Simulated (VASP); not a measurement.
# V: single point with r2SCAN

Crystal: V.

```
V
1.0
     4.19737    0.00000    0.00000
    -2.09869    3.63503    0.00000
     0.00000    0.00000    4.06245
V
4
Direct
  0.00000 0.00000 0.25000
  0.00000 0.00000 0.75000
  0.33333 0.66667 0.75000
  0.66667 0.33333 0.25000
```

This isn't the form of V at room conditions, which is bcc.

```json
{"Program": "VASP 6.6.1", "Task": "single point", "Functional": "r2SCAN", "Potentials or basis": "VASP PAW PBE potentials, release 64 (V_sv)", "Cutoff": "520 eV", "k mesh": "12 × 12 × 12", "Occupations": "gaussian, width 0.1 eV", "Spin": "no spin polarisation"}
```

```
Pressure               : 1.5 GPa
Band gap on the k mesh : zero (bands 26 and 27 overlap by 0.60 eV)
```

Stress tensor (GPa, compression positive):
```
0.54 0.00 0.00
0.00 0.54 0.00
0.00 0.00 3.46
```

Levels at points of the mesh, in eV from the Fermi level:
```csv
k point,band 24,band 25,band 26,band 27,band 28,band 29
"(0.00, 0.00, 0.00)",-0.50,-0.50,-0.07,-0.07,0.68,0.68
"(0.50, 0.00, 0.00)",-0.61,-0.30,-0.27,-0.25,0.67,1.28
"(0.00, 0.00, 0.50)",0.06,0.06,0.06,0.59,0.59,1.47
"(0.50, 0.00, 0.50)",-0.99,-0.72,-0.72,0.45,0.45,1.51
```

It took 25 min on 1 thread of Oxide Virtual Turin-like Processor (shared host), peak memory 0.29 GiB.

Caveat: atoms lie so close that the PAW spheres overlap strongly, which falsifies energies and pressures; the PAW data sets were made with another functional, which shifts forces and pressure a little.
